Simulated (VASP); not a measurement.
Write the native input for VASP 6.6.1 that does the following.

```
Task                   : single point
Functional             : PBEsol
Potentials or basis    : VASP PAW PBE potentials, release 64 (Hf_pv, N)
Cutoff                 : 520 eV
k mesh                 : 18 × 18 × 18
Occupations            : gaussian, width 0.15 eV
Spin                   : no spin polarisation
Dipole correction      : no
Further INCAR settings : ALGO = Normal; EDIFF = 1e-06; NBANDS = 14
```

The structure of HfN lies in POSCAR:

```
HfN
1.0
    0.0000000000      2.2138200000      2.2590000000
    2.2138200000      0.0000000000      2.2590000000
    2.2138200000      2.2138200000      0.0000000000
Hf N
1 1
Direct
    0.0000000000      0.0000000000      0.0000000000
    0.5000000000      0.5000000000      0.5000000000
```

This cell differs from its parent crystal: strain -0.0200 x Voigt [1, 1, 0, 0, 0, 0].

One way to write it, as run:

INCAR

```
ALGO = Normal
EDIFF = 1E-6
ENCUT = 520
GGA = PS
ISIF = 2
ISMEAR = 0
LASPH = T
LCHARG = T
LELF = T
LREAL = F
LVHAR = T
LWAVE = F
NBANDS = 14
NELM = 100
PREC = Accurate
SIGMA = 0.15
```

KPOINTS

```
k-points
0
Gamma
  18 18 18
```

Potentials or basis: VASP PAW PBE potentials, release 64 (Hf_pv, N).

Launch:

```console
$ cat potpaw_PBE.64/Hf_pv/POTCAR potpaw_PBE.64/N/POTCAR > POTCAR
$ mpirun -np 1 vasp_std > vasp.out
```

It gave:

```yaml
Pressure: 7.0 GPa
```

Caveat: the cell differs from its parent crystal (strain -0.0200 x Voigt [1, 1, 0, 0, 0, 0]); the PAW data sets were made with another functional, which shifts forces and pressure a little.

Run time: 35 s on 1 thread of Intel(R) Xeon(R) 6975P-C (Granite Rapids) (shared host), peak memory 0.27 GiB.
